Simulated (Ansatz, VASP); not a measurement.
## C: VASP beside Ansatz

```xyz
2
Lattice="1.7769 1.7769 0.0000 -1.7769 1.7769 0.0000 0.0000 1.7769 1.7769" Properties=species:S:1:pos:R:3 pbc="T T T"
C     0.0000    1.7769    0.0000
C     0.8885    2.6654    0.8885
```

Alike in both runs: functional PBEsol; k mesh 16 × 16 × 16; occupations fermi-dirac, width 0.1 eV; no spin polarisation.

Ansatz relaxed the structure, and its values are those at the end. VASP's run is a single point on that final structure, the one shown.

|  | VASP | Ansatz |
| --- | --- | --- |
| version | VASP 6.6.1 | Ansatz 0.2.0 |
| potentials or method | VASP PAW PBE potentials, release 64 (C_h) | PAW with Ansatz's default frozen-core files, scalar-relativistic |
| plane-wave cutoff (eV) | 1300 | 420 |
| valence electrons in the cell | 8 | 8 |

Ansatz gave:

| Item | Value |
| --- | --- |
| gap on the k mesh at the Fermi level (eV) | 4.03 |
| pressure (GPa) | 0.0 |

Q: Which values does VASP return?

A: gap on the k mesh at the Fermi level (eV): 4.03; pressure (GPa): 0.1.

VASP's potentials were made for PBE, not for PBEsol.
